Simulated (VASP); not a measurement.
A run of VASP 6.6.1:

File INCAR:

```
  ALGO = Normal
  EDIFF = 1E-6
  ENCUT = 520
  GGA = PE
  ISIF = 2
  ISMEAR = 1
  LASPH = True
  LCHARG = True
  LELF = True
  LREAL = False
  LVHAR = True
  LWAVE = False
  NBANDS = 16
  NELM = 100
  PREC = Accurate
  SIGMA = 0.06802846561497
```

The input KPOINTS:

```
Automatic mesh
0
Gamma
  1 1 1
  0.5 0.5 0.5
```

Contents of POSCAR:

```
ZnSe
1.0
    0.0000000000      2.8324425407      2.8324425407
    2.8324425407      0.0000000000      2.8324425407
    2.8324425407      2.8324425407      0.0000000000
Zn Se
1 1
Direct
    0.0000000000      0.0000000000      0.0000000000
    0.7500000000      0.7500000000      0.7500000000
```

Potentials or basis: VASP PAW PBE potentials, release 64 (Zn, Se).

The run is started by

```bash
$ cat potpaw_PBE.64/Zn/POTCAR potpaw_PBE.64/Se/POTCAR > POTCAR
$ mpirun -np 1 vasp_std > vasp.out
```

Hardware: 1 thread of AMD EPYC 7R43 64-Core Processor (Zen 3) (shared host).

**Question.** Estimate the wall time of this run.

**Answer.** Wall time 7.2 s on 1 thread of AMD EPYC 7R43 64-Core Processor (Zen 3), on a shared host, peak memory 0.12 GiB. Counts: scf iterations 13, k points 1.
